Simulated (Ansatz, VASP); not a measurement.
Two plane-wave programs on H

INCAR

```
SYSTEM = H
PREC     = Accurate       ! precision mode
ENCUT    = 520            ! plane-wave cutoff, eV
EDIFF    = 1E-7           ! SCF threshold, eV
ISMEAR   = 0              ! smearing method
SIGMA    = 0.05           ! smearing width, eV
LREAL    = .FALSE.        ! projectors in reciprocal space
LASPH    = .TRUE.         ! aspherical terms in the spheres
NELM     = 60             ! most SCF steps
ALGO     = Normal         ! electronic algorithm
ISIF     = 2              ! what is computed and relaxed
LWAVE    = .FALSE.        ! write WAVECAR
LCHARG   = .TRUE.         ! write CHGCAR
GGA      = PE             ! functional
LELF     = .TRUE.         ! ELF
LVHAR    = .TRUE.       
NBANDS   = 6              ! bands
```

The input KPOINTS:

```
Automatic mesh
0
G
  14 14 34
  0 0 0
```

Contents of POSCAR:

```
H
1.0
    2.6469361074      0.0000000000      0.1059855496
    0.0000000000      2.6512550185      0.0000000000
    0.0392197168      0.0000000000      0.9467247438
H
1
Direct
    0.0000000000      0.0000000000      0.5000000000
```

Input for Ansatz:

```yaml
crystal:
  lattice:
    - [2.6469361074, 0.0, 0.1059855496]
    - [0.0, 2.6512550185, 0.0]
    - [0.0392197168, 0.0, 0.9467247438]
  atoms:
    - { symbol: H, position: [0.0, 0.0, 0.5] }
basis:
  ecutwfc: 420
kpoints:
  mp_grid: { grid: [14, 14, 34] }
hamiltonian:
  xc: pbe
scf:
  occupations: { method: gaussian, width: 0.05 }
output:
  forces: true
  stress: true
  eigenvalues: true
```

Alike in both runs: task single point; functional PBE; k mesh 14 × 14 × 34; occupations gaussian, width 0.05 eV; no spin polarisation.

|  | VASP | Ansatz |
| --- | --- | --- |
| version | VASP 6.6.1 | Ansatz 0.2.0 |
| potentials or method | VASP PAW PBE potentials, release 64 (H), cutoff 520 eV | scalar-relativistic, plane waves, PAW |
| valence electrons in the cell | 1 | 1 |

Ansatz gave:

```
gap on the k mesh at the Fermi level (eV)                     : none
pressure (GPa)                                                : 6.0
traceless stress, the component that is largest in VASP (GPa) : 7.04
```

Task: Which values does VASP return?

Result: gap on the k mesh at the Fermi level (eV): none; pressure (GPa): 5.7; traceless stress, the component that is largest in VASP (GPa): 7.06.

A gap of «none» marks a metal or a gap that the smearing closes.
